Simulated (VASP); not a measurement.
Input of a VASP 6.6.1 run:

Contents of INCAR:

```
ALGO = Normal
EDIFF = 1E-6
ENCUT = 520
GGA = PS
ISIF = 2
ISMEAR = 1
LASPH = True
LCHARG = False
LREAL = False
LWAVE = False
NBANDS = 11
NELM = 100
PREC = Accurate
SIGMA = 0.15
```

The input KPOINTS:

```
k-points
0
Gamma
  10 10 10
```

POSCAR

```
Pd
1.0
    0.0000000000      1.9593911042      1.9593911042
    1.9593911042      0.0000000000      1.9593911042
    1.9593911042      1.9593911042      0.0000000000
Pd
1
Direct
    0.0000000000      0.0000000000      0.0000000000
```

Potentials or basis: VASP PAW PBE potentials, release 64 (Pd).

Command:

```bash
$ cat potpaw_PBE.64/Pd/POTCAR > POTCAR
$ mpirun -np 1 vasp_std > vasp.out
```

(1) Predict the pressure.

(2) Predict the band gap on the k mesh.

## Answers

(1) -6.8 GPa.

(2) zero (band 5 reaches 9.58 eV, above the bottom of band 6 at 8.06 eV).

Caveat: the PAW data sets were made with another functional, which shifts forces and pressure a little.
